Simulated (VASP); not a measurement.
**CO2: single point with PBE**

CO2:

```
C O
1.0
     5.62400    0.00000    0.00000
     0.00000    5.62400    0.00000
     0.00000    0.00000    5.62400
C O
4 8
Direct
  0.00000 0.00000 0.00000
  0.50000 0.00000 0.50000
  0.50000 0.50000 0.00000
  0.00000 0.50000 0.50000
  0.11995 0.11995 0.11995
  0.38005 0.88005 0.61995
  0.61995 0.38005 0.88005
  0.88005 0.61995 0.38005
  0.88005 0.88005 0.88005
  0.61995 0.11995 0.38005
  0.38005 0.61995 0.11995
  0.11995 0.38005 0.61995
```

```
Program                : VASP 6.6.1
Task                   : single point
Functional             : PBE
Potentials or basis    : VASP PAW PBE potentials, release 64 (C_h, O_h)
Cutoff                 : 1340 eV
k mesh                 : 4 × 4 × 4
Occupations            : fermi-dirac, width 0.02 eV
Spin                   : no spin polarisation
Dipole correction      : no
Further INCAR settings : ALGO = Normal; EDIFF = 1e-06; NBANDS = 44
```

```yaml
Pressure: 1.1 GPa
Largest_force: 0.004 eV/Å
Band_gap_on_the_k_mesh: 6.79 eV
```

Forces on the atoms (eV/Å):
```
C    0.000  0.000  0.000
C    0.000  0.000  0.000
C    0.000  0.000  0.000
C    0.000  0.000  0.000
O    0.003  0.003  0.003
O   -0.003 -0.003  0.003
O    0.003 -0.003 -0.003
O   -0.003  0.003 -0.003
O   -0.003 -0.003 -0.003
O    0.003  0.003 -0.003
O   -0.003  0.003  0.003
O    0.003 -0.003  0.003
```

Levels at points of the mesh, in eV from the valence-band top:
| k point | band 30 | band 31 | band 32 | band 33 | band 34 | band 35 |
| --- | --- | --- | --- | --- | --- | --- |
| (0.00, 0.00, 0.00) | -0.19 | 0.00 | 0.00 | 6.79 | 8.04 | 8.04 |
| (0.50, 0.00, 0.00) | -0.29 | -0.07 | -0.07 | 7.98 | 7.98 | 8.18 |
| (0.50, 0.50, 0.00) | -0.27 | -0.27 | -0.27 | 7.98 | 7.98 | 7.98 |
| (0.50, 0.50, 0.50) | -0.31 | -0.31 | -0.31 | 7.98 | 7.98 | 7.98 |

Wall time 3.9 min on 1 thread of AMD EPYC 9R45 96-Core Processor (Zen 5) (shared host), peak memory 0.77 GiB.

Caveat: this functional lacks dispersion, which holds the molecules together, so the pressure and a relaxed volume are unreliable. A k mesh can miss the band edges.
